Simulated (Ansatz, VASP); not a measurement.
# Mg2Cd3Te5: VASP beside Ansatz

```xyz
10
Lattice="0.0000 -4.6555 0.0000 4.6555 0.0000 0.0000 -2.3277 2.3277 16.3883" Properties=species:S:1:pos:R:3 pbc="T T T"
Mg    0.0000    0.0000   13.1239
Mg    2.3277   -2.3277    3.2644
Cd    2.3277   -2.3277    9.8582
Cd   -2.3277   -2.3277   16.3883
Cd    0.0000    0.0000    6.5301
Te    2.3277    0.0000   11.5300
Te    0.0000   -2.3277   14.7170
Te    0.0000   -2.3277    1.6713
Te    2.3277    0.0000    4.8583
Te    0.0000   -2.3277    8.1941
```

Alike in both runs: task single point; functional PBE; k mesh 4 × 4 × 4; occupations gaussian, width 0.1 eV; no spin polarisation.

```csv
,VASP,Ansatz
version,VASP 6.6.1,Ansatz 0.2.0
potentials or method,"VASP PAW PBE potentials, release 64 (Mg, Cd, Te), cutoff 520 eV","scalar-relativistic, plane waves, PAW"
valence electrons in the cell,70,160
```

|  | VASP | Ansatz | Ansatz less VASP |
| --- | --- | --- | --- |
| gap on the k mesh at the Fermi level (eV) | 1.19 | 1.20 | +0.004 |
| least direct gap on the mesh (eV) | 1.19 | 1.20 | +0.004 |
| pressure (GPa) | 0.1 | 0.0 | -0.06 |
| traceless stress, the component that is largest in VASP (GPa) | -0.12 | -0.12 | 0.000 |
| rms of the force components (eV/Å) | 0.010 | 0.004 | -0.0062 |

Atom by atom the forces differ by 0.006 eV/Å (rms over components). VASP's potentials hold 70 valence electrons a cell and Ansatz's 160, so a difference there can come from the potentials and not from the codes.

Spin-orbit coupling is off throughout.
